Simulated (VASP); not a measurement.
Al4CN4, 9 atoms in the cell. The cell holds a slab with vacuum, 9 atoms: a = 3.130 Å, b = 5.017 Å, c = 19.062 Å, α = 90.00°, β = 90.00°, γ = 90.00°. 

```yaml
Program: VASP 6.6.1
Task: single point
Functional: PBE
Potentials_or_basis: VASP PAW PBE potentials, release 64 (Al, N, C)
Cutoff: 520 eV
k_mesh: 9 × 6 × 1
Occupations: gaussian, width 0.05 eV
Spin: collinear spin
Starting_moments: "[0.0, 0.0, 0.0, 0.0, 0.0, 0.0, 0.0, 0.0, 2.0] μB"
Dipole_correction: yes
Further_INCAR_settings: ALGO = Normal; EDIFF = 1e-06; NBANDS = 32
```

Potentials or basis: VASP PAW PBE potentials, release 64 (Al, N, C).

Launch:

```sh
$ cat potpaw_PBE.64/Al/POTCAR potpaw_PBE.64/N/POTCAR potpaw_PBE.64/C/POTCAR > POTCAR
$ mpirun -np 1 vasp_std > vasp.out
```

Hardware: 1 thread of Intel(R) Xeon(R) 6975P-C (Granite Rapids) (shared host).

Q: Estimate the wall time of this run.

A: Run time: 6 min on 1 thread of Intel(R) Xeon(R) 6975P-C (Granite Rapids) (shared host), peak memory 0.64 GiB. Counts: scf iterations 29, k points 20.
